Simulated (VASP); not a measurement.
# TiAl (Cmmm) in VASP: further runs, part 2 of 2

VASP 6.6.1. Earlier steps stand in the parts before.

**3. Single point, PBEsol (strain +0.0350 x Voigt [0, 0, 0, 1, 0, 0])**

The input, INCAR:

```
PREC = Accurate ; ENCUT = 520
EDIFF = 1E-6 ; ISMEAR = 0
SIGMA = 0.15 ; LREAL = F
LASPH = T ; NELM = 100
ALGO = Fast ; ISIF = 2
LWAVE = F ; LCHARG = F
GGA = PS ; NBANDS = 14
```

The input, KPOINTS:

```
Automatic mesh
0
Gamma
  20 20 20
```

The input, POSCAR:

```
TiAl
1.0
    3.1564740774      0.0000000000      0.0000000000
    0.0000000000      3.1564740774      0.0552382964
    0.0000000000      0.0552382964      3.1564740774
Ti Al
1 1
Direct
    0.0000000000      0.0000000000      0.0000000000
    0.5000000000      0.5000000000      0.5000000000
```

Potentials or basis: VASP PAW PBE potentials, release 64 (Ti_sv, Al).

Command:

```sh
cat potpaw_PBE.64/Ti_sv/POTCAR potpaw_PBE.64/Al/POTCAR > POTCAR
mpirun -np 1 vasp_std > vasp.out
```

OUTCAR:

```text
PREC = Accurate
   ENCUT = 520
   EDIFF = 1E-6
   ISMEAR = 0
   LREAL = F
   LASPH = T
   NELM = 100
   ISIF = 2
   GGA = PS

 ion  position               nearest neighbor table
   1  0.000  0.000  0.000-   2 2.70   2 2.70   2 2.70   2 2.70   2 2.77   2 2.77   2 2.77   2 2.77

   2  0.500  0.500  0.500-   1 2.70   1 2.70   1 2.70   1 2.70   1 2.77   1 2.77   1 2.77   1 2.77

  LATTYP: Found a base centered orthorhombic cell.
 ALAT       =     4.3858097016
 B/A-ratio  =     1.0356234097
[... 601 lines left out ...]
------------------------ aborting loop because EDIFF is reached ----------------------------------------

  FORCE on cell =-STRESS in cart. coord.  units (eV):
  Direction    XX          YY          ZZ          XY          YZ          ZX
  --------------------------------------------------------------------------------------
  -------------------------------------------------------------------------------------
  Total        0.0697904      0.0307568      0.0307568      0.0000000     -0.5166912      0.0000000
  in kB        3.5565791      1.5673930      1.5673930      0.0000000    -26.3310372      0.0000000
  external PRESSURE =       2.2304550 kB  Pullay stress =       0.0000000 kB

 VOLUME and BASIS-vectors are now :
 -----------------------------------------------------------------------------
  energy-cutoff  :      520.00
  volume of cell :       31.44
      direct lattice vectors                 reciprocal lattice vectors
     3.156474077  0.000000000  0.000000000     0.316809191  0.000000000  0.000000000
     0.000000000  3.156474077  0.055238296     0.000000000  0.316906244 -0.005545859
     0.000000000  0.055238296  3.156474077     0.000000000 -0.005545859  0.316906244

 POSITION                                       TOTAL-FORCE (eV/Angst)
 -----------------------------------------------------------------------------------
      0.00000      0.00000      0.00000         0.000000     -0.000000      0.000000
      1.57824      1.60586      1.60586         0.000000      0.000000      0.000000
 -----------------------------------------------------------------------------------
    total drift:                                0.000000      0.000000      0.000000

  FREE ENERGIE OF THE ION-ELECTRON SYSTEM (eV)
  ---------------------------------------------------
  free  energy   TOTEN  =       -12.9720223409 eV

  energy  without entropy=      -12.9446478512  energy(sigma->0) =      -12.95833510
```

stdout:

```text
POSCAR found type information on POSCAR TiAl
 POSCAR found :  2 types and       2 ions
 scaLAPACK will be used
 -----------------------------------------------------------------------------
|                                                                             |
|                                                                             |
[... 29 lines left out ...]
WARNING in EDDRMM: call to ZHEGV failed, returncode =   8  4     13
WARNING in EDDRMM: call to ZHEGV failed, returncode =   6  3     12
WARNING in EDDRMM: call to ZHEGV failed, returncode =   8  4     14
WARNING in EDDRMM: call to ZHEGV failed, returncode =   6  3      6
WARNING in EDDRMM: call to ZHEGV failed, returncode =   6  3     11
WARNING in EDDRMM: call to ZHEGV failed, returncode =   6  3     14
WARNING in EDDRMM: call to ZHEGV failed, returncode =   6  3      5
WARNING in EDDRMM: call to ZHEGV failed, returncode =   8  4     14
```

Wall time 7 min (1 thread of Intel Xeon 6975P-C, shared host); peak memory 0.62 GiB.

What came out:

| Property | Result |
| --- | --- |
| Free energy | -12.9720 eV |
| Pressure | 0.2 GPa |

Caveat: the cell differs from its parent crystal (strain +0.0350 x Voigt [0, 0, 0, 1, 0, 0]); the PAW data sets were made with another functional, which shifts forces and pressure a little.

**4. Single point, PBEsol (strain +0.0250 x Voigt [0, 0, 0, 1, 0, 0])**

The input, INCAR:

```
SYSTEM = TiAl
ALGO = Fast
EDIFF = 1E-6
ENCUT = 520
GGA = PS
ISIF = 2
ISMEAR = 0
LASPH = .True.
LCHARG = .False.
LREAL = .False.
LWAVE = .False.
NBANDS = 14
NELM = 60
PREC = Accurate
SIGMA = 0.15
```

The input, KPOINTS:

```
k-points
0
Gamma
  20 20 20
  0 0 0
```

The input, POSCAR:

```
TiAl
1.0
    3.1564740774      0.0000000000      0.0000000000
    0.0000000000      3.1564740774      0.0394559260
    0.0000000000      0.0394559260      3.1564740774
Ti Al
1 1
Direct
    0.0000000000      0.0000000000      0.0000000000
    0.5000000000      0.5000000000      0.5000000000
```

Potentials or basis: VASP PAW PBE potentials, release 64 (Ti_sv, Al).

Command:

```sh
cat potpaw_PBE.64/Ti_sv/POTCAR potpaw_PBE.64/Al/POTCAR > POTCAR
mpirun -np 1 vasp_std > vasp.out
```

OUTCAR:

```text
SYSTEM = TiAl
   EDIFF = 1E-6
   ENCUT = 520
   GGA = PS
   ISIF = 2
   ISMEAR = 0
   LASPH = .True.
   LREAL = .False.
   NELM = 60
   PREC = Accurate

 ion  position               nearest neighbor table
   1  0.000  0.000  0.000-   2 2.71   2 2.71   2 2.71   2 2.71   2 2.76   2 2.76   2 2.76   2 2.76

   2  0.500  0.500  0.500-   1 2.71   1 2.71   1 2.71   1 2.71   1 2.76   1 2.76   1 2.76   1 2.76

  LATTYP: Found a base centered orthorhombic cell.
 ALAT       =     4.4081293439
 B/A-ratio  =     1.0253164557
 C/A-ratio  =     0.7160574999
[... 601 lines left out ...]

  FORCE on cell =-STRESS in cart. coord.  units (eV):
  Direction    XX          YY          ZZ          XY          YZ          ZX
  --------------------------------------------------------------------------------------
  -------------------------------------------------------------------------------------
  Total        0.0441527      0.0238031      0.0238031      0.0000000     -0.3662006      0.0000000
  in kB        2.2497226      1.2128453      1.2128453      0.0000000    -18.6591075      0.0000000
  external PRESSURE =       1.5584711 kB  Pullay stress =       0.0000000 kB

 VOLUME and BASIS-vectors are now :
 -----------------------------------------------------------------------------
  energy-cutoff  :      520.00
  volume of cell :       31.44
      direct lattice vectors                 reciprocal lattice vectors
     3.156474077  0.000000000  0.000000000     0.316809191  0.000000000  0.000000000
     0.000000000  3.156474077  0.039455926     0.000000000  0.316858701 -0.003960734
     0.000000000  0.039455926  3.156474077     0.000000000 -0.003960734  0.316858701

 POSITION                                       TOTAL-FORCE (eV/Angst)
 -----------------------------------------------------------------------------------
      0.00000      0.00000      0.00000         0.000000      0.000000      0.000000
      1.57824      1.59797      1.59797         0.000000     -0.000000      0.000000
 -----------------------------------------------------------------------------------
    total drift:                                0.000000      0.000000      0.000000

  FREE ENERGIE OF THE ION-ELECTRON SYSTEM (eV)
  ---------------------------------------------------
  free  energy   TOTEN  =       -12.9764386453 eV

  energy  without entropy=      -12.9491055590  energy(sigma->0) =      -12.96277210
```

Run time: 8.2 min. Hardware: 1 thread of Intel Xeon 6975P-C, shared host; peak memory 0.62 GiB.

Results:

```
Free energy : -12.9764 eV
Pressure    : 0.2 GPa
```

Caveat: the cell differs from its parent crystal (strain +0.0250 x Voigt [0, 0, 0, 1, 0, 0]); the PAW data sets were made with another functional, which shifts forces and pressure a little.

**5. The runs side by side**

```csv
cell,gap on the mesh (eV),pressure (GPa)
"a = 3.156 Å, angles 89.4, 90.0, 90.0°, 2 atoms",none,0.1
"a = 3.156 Å, angles 88.0, 90.0, 90.0°, 2 atoms",none,0.2
"a = 3.156 Å, angles 88.6, 90.0, 90.0°, 2 atoms",none,0.2
```

Alike in all rows: task single point; level PBEsol; potentials or basis VASP PAW PBE potentials, release 64 (Ti_sv, Al); no spin polarisation; k mesh 20 × 20 × 20; cutoff (eV) 520; smearing gaussian 0.15 eV.

Caveats: the PAW data sets were made with another functional, which shifts forces and pressure a little.

Absolute energies hang on the potentials; compare differences alone.
